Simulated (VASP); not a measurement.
A run of VASP 6.6.1 is set up as follows.

INCAR

```
PREC     = Accurate       # precision mode
ENCUT    = 520            # plane-wave cutoff, eV
EDIFF    = 1E-7           # SCF threshold, eV
ISMEAR   = -1             # smearing method
SIGMA    = 0.05           # smearing width, eV
LREAL    = False          # projectors in reciprocal space
LASPH    = True           # aspherical terms in the spheres
NELM     = 100            # most SCF steps
ALGO     = Fast           # electronic algorithm
ISIF     = 2              # what is computed and relaxed
LWAVE    = False          # write WAVECAR
LCHARG   = False          # write CHGCAR
GGA      = PE             # functional
NBANDS   = 32             # bands
```

File KPOINTS:

```
Automatic mesh
0
Gamma
  8 8 8
```

POSCAR

```
Sn3Te
1.0
   -2.3460312216      2.3460312216      5.6246880172
    2.3460312216     -2.3460312216      5.6246880172
    2.3460312216      2.3460312216     -5.6246880172
Te Sn
1 3
Direct
    0.0000000000      0.0000000000      0.0000000000
    0.5000000000      0.5000000000      0.0000000000
    0.2500000000      0.7500000000      0.5000000000
    0.7500000000      0.2500000000      0.5000000000
```

Potentials or basis: VASP PAW PBE potentials, release 64 (Te, Sn_d).

Command:

```bash
$ cat potpaw_PBE.64/Te/POTCAR potpaw_PBE.64/Sn_d/POTCAR > POTCAR
$ mpirun -np 1 vasp_std > vasp.out
```

(1) What does it give for the pressure?

(2) Predict the band gap on the k mesh.

Answers

(1) -2.6 GPa.

(2) zero (bands 24 and 25 overlap by 0.74 eV).

Caveat: semilocal functionals underestimate gaps, so a narrow gap can read as zero; spin-orbit coupling is left out, which moves the levels of the heavy elements.
